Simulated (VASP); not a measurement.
WS2: single point with PBEsol+D3(BJ)

Crystal: WS2.

```
W S
1.0
     1.57900    0.91164    6.47150
    -1.57900    0.91164    6.47150
     0.00000   -1.82327    6.47150
W S
1 2
Direct
  0.00000 0.00000 0.00000
  0.75030 0.75030 0.75030
  0.58100 0.58100 0.58100
```

This cell differs from its parent crystal: strain +0.000 along x and y, +0.050 along z.

```json
{
 "Program": "VASP 6.6.1",
 "Task": "single point",
 "Functional": "PBEsol",
 "Dispersion": "D3(BJ)",
 "Potentials or basis": "VASP PAW PBE potentials, release 64 (W_sv, S)",
 "Cutoff": "520 eV",
 "k mesh": "12 × 12 × 12",
 "Occupations": "gaussian, width 0.05 eV",
 "Spin": "no spin polarisation"
}
```

The pressure is -11.5 GPa, the largest force is 1.688 eV/Å and the band gap on the k mesh is 1.16 eV, indirect (least direct gap 2.08 eV). The dispersion energy per atom is -0.365 eV.

Forces in eV/Å, atoms in the order of the input:
```
W    0.000  0.000 -0.528
S    0.000  0.000 -1.160
S    0.000  0.000  1.688
```

Stress tensor (GPa, compression positive):
```
 -8.71   0.00   0.00
  0.00  -8.71   0.00
  0.00   0.00 -17.04
```

Levels at points of the mesh, in eV from the valence-band top:
```
           k point  band 9  band 10  band 11  band 12  band 13  band 14  band 15  band 16  band 17  band 18
(0.00, 0.00, 0.00)   -2.67    -1.55    -1.50    -1.50    -1.06     2.58     2.58     2.75     2.75     5.01
(0.50, 0.00, 0.00)   -4.71    -3.36    -2.37    -1.32    -1.17     2.79     2.84     3.85     4.01     4.75
(0.50, 0.50, 0.00)   -4.45    -3.30    -2.86    -1.32    -1.15     2.76     2.98     3.50     4.37     5.22
(0.50, 0.50, 0.50)   -2.68    -2.68    -1.48    -1.48     0.00     2.58     2.58     2.72     2.72     5.40
```

Run time: 14 min on 1 thread of Intel(R) Xeon(R) Platinum 8259CL CPU @ 2.50GHz (Skylake/Cascade Lake), with other jobs on the host, peak memory 0.48 GiB.

Caveat: the cell differs from its parent crystal (strain +0.000 along x and y, +0.050 along z); the PAW data sets were made with another functional, which shifts forces and pressure a little; spin-orbit coupling is left out, which moves the levels of the heavy elements. A k mesh can miss the band edges.
